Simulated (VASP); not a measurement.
# Pt: single point with PBEsol

Crystal: Pt.

```
CELL_PARAMETERS angstrom
2.96772 0.00000 0.00000
-1.48386 2.39081 0.00000
0.00000 0.00000 4.79213
ATOMIC_POSITIONS crystal
Pt 0.66667 0.33333 0.75000
Pt 0.33333 0.66667 0.25000
```

This cell differs from its parent crystal: strain +0.0750 x Voigt [1, 0, 0, 0, 0, 0].

```
Program                : VASP 6.6.1
Task                   : single point
Functional             : PBEsol
Potentials or basis    : VASP PAW PBE potentials, release 64 (Pt)
Cutoff                 : 520 eV
k mesh                 : 18 × 18 × 10
Occupations            : gaussian, width 0.15 eV
Spin                   : no spin polarisation
Dipole correction      : no
Further INCAR settings : ALGO = Fast; EDIFF = 1e-06; NBANDS = 17
```

```
Pressure               : -23.7 GPa
Largest force          : 0.033 eV/Å
Band gap on the k mesh : zero (bands 10 and 11 overlap by 1.17 eV)
```

Forces on the atoms (eV/Å):
```
Pt   0.000  0.033  0.000
Pt   0.000 -0.033  0.000
```

Stress tensor (GPa, compression positive):
```
-27.01   0.00   0.00
  0.00 -22.11   0.00
  0.00   0.00 -21.94
```

Levels at points of the mesh, in eV from the Fermi level:
| k point | band 8 | band 9 | band 10 | band 11 | band 12 | band 13 |
| --- | --- | --- | --- | --- | --- | --- |
| (0.00, 0.00, 0.00) | -1.87 | -1.72 | -0.29 | -0.22 | -0.12 | 4.62 |
| (0.50, 0.00, 0.00) | -0.02 | 0.15 | 0.20 | 1.98 | 3.18 | 6.81 |
| (0.00, 0.50, 0.00) | -0.01 | 0.28 | 0.49 | 2.32 | 3.76 | 7.57 |
| (0.00, 0.00, 0.50) | -2.54 | -0.83 | -0.83 | -0.61 | -0.61 | 12.11 |
| (0.50, 0.00, 0.50) | -0.78 | 0.14 | 0.14 | 1.58 | 1.58 | 5.52 |
| (0.00, 0.50, 0.50) | -0.61 | 0.40 | 0.40 | 2.03 | 2.03 | 6.40 |

It took 9.6 min on 1 thread of AMD EPYC 7R43 64-Core Processor (Zen 3), on a shared host, peak memory 0.32 GiB.

Caveat: the cell differs from its parent crystal (strain +0.0750 x Voigt [1, 0, 0, 0, 0, 0]); the cell stands under tension; the PAW data sets were made with another functional, which shifts forces and pressure a little; spin-orbit coupling is left out, which moves the levels of the heavy elements.
